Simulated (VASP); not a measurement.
The system is Hf.

```xyz
2
Lattice="3.1967 0.0000 0.0000 -1.5983 2.7684 0.0000 0.0000 0.0000 5.0578" Properties=species:S:1:pos:R:3 pbc="T T T"
Hf    0.0000    1.8456    1.2645
Hf    1.5984    0.9228    3.7934
```

| Quantity | Value |
| --- | --- |
| Program | VASP 6.6.1 |
| Task | relaxation of cell and atoms |
| Functional | LDA |
| Potentials or basis | VASP PAW LDA potentials, release 64 (Hf_pv) |
| Cutoff | 600 eV |
| k mesh | 15 × 15 × 8 |
| Occupations | gaussian, width 0.1 eV |
| Spin | no spin polarisation |

At the start: pressure -7.6 GPa; volume 22.38 Å³/atom.

**Question.** Where does the relaxation end?

**Answer.** Over 8 steps the energy falls by 38.5 meV/atom and the volume is 20.85 Å³/atom (-6.9 %); space group P6_3/mmc (No. 194, to 0.1 Å) before and after.

The path:
| step | energy change (eV) | largest force (eV/Å) | pressure (GPa) | volume (Å³) |
| --- | --- | --- | --- | --- |
| 1 | 0.0000 | 0.0000 | -7.64 | 44.76 |
| 2 | 0.0499 | 0.0000 | 12.36 | 38.20 |
| 3 | -0.0770 | 0.0000 | -0.19 | 41.76 |
| 4 | -0.0771 | 0.0000 | -0.01 | 41.70 |
| 5 | -0.0770 | 0.0000 | 0.17 | 41.64 |
| 6 | -0.0770 | 0.0000 | -0.18 | 41.75 |
| 7 | -0.0771 | 0.0000 | -0.02 | 41.70 |
| 8 | -0.0771 | 0.0000 | -0.01 | 41.69 |

Final structure:
```
Hf
1.0
     3.12224    0.00000    0.00000
    -1.56112    2.70394    0.00000
     0.00000    0.00000    4.93868
Hf
2
Direct
  0.33333 0.66667 0.25000
  0.66667 0.33333 0.75000
```
